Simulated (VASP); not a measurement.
Runs of VASP 6.6.1 on KMgF3. The structure is cubic, space group Pm-3m (No. 221). Conventional cell: a = 3.986 Å, b = 3.986 Å, c = 3.986 Å, α = 90.00°, β = 90.00°, γ = 90.00°. K (site symmetry m-3m) has 12 F at 2.82 Å and 8 Mg at 3.45 Å within 3.7 Å. Within 2.6 Å of Mg (site symmetry m-3m) lie 6 F at 1.99 Å. F (site symmetry 4/mmm) has 2 Mg at 1.99 Å within 2.6 Å. 

```csv
task,level,potentials or basis,cell,k mesh,cutoff (eV),grid for exact exchange (PRECFOCK),share of exact exchange,gap on the mesh (eV),pressure (GPa),relaxed volume (Å³/atom)
relaxation of cell and atoms,r2SCAN,"VASP PAW PBE potentials, release 64 (K_sv, Mg, F)",relaxed to 10 GPa,7 × 7 × 7,600,-,-,(b),10.0,-
relaxation of cell and atoms,LDA,"VASP PAW LDA potentials, release 64 (K_sv, Mg_sv, F)",relaxed,7 × 7 × 7,840,-,-,(a),0.0,(c)
single point,PBE0,"VASP PAW PBE potentials, release 64 (K_sv, Mg, F)",as given,6 × 6 × 6,520,Fast,0.25,10.30,0.8,-
relaxation of cell and atoms,r2SCAN,"VASP PAW PBE potentials, release 64 (K_sv, Mg, F)",relaxed to 2 GPa,7 × 7 × 7,600,-,-,8.58,2.0,-
relaxation of cell and atoms,r2SCAN,"VASP PAW PBE potentials, release 64 (K_sv, Mg, F)",relaxed to 5 GPa,7 × 7 × 7,600,-,-,8.85,5.0,-
relaxation of cell and atoms,r2SCAN,"VASP PAW PBE potentials, release 64 (K_sv, Mg, F)",relaxed,7 × 7 × 7,600,-,-,8.38,-0.1,12.52
relaxation of cell and atoms,r2SCAN,"VASP PAW PBE potentials, release 64 (K_sv, Mg, F)",relaxed to 20 GPa,7 × 7 × 7,600,-,-,9.90,20.0,-
```

Alike in all rows: no spin polarisation; smearing fermi-dirac 0.05 eV.

Question: Estimate the missing entries.

Answer: (a) 7.42; (b) 9.25; (c) 12.00.

Caveats: the PAW data sets were made with another functional, which shifts forces and pressure a little (at least some runs); an odd mesh through Γ misses points on the zone boundary, where band edges can lie (at least some runs); the cell is relaxed towards a set pressure, so the run minimises the enthalpy, not the energy (at least some runs); the volume moved by over 15 % at a fixed basis, so the end points are rough (at least some runs).

The runs don't all hold the same shells in valence.
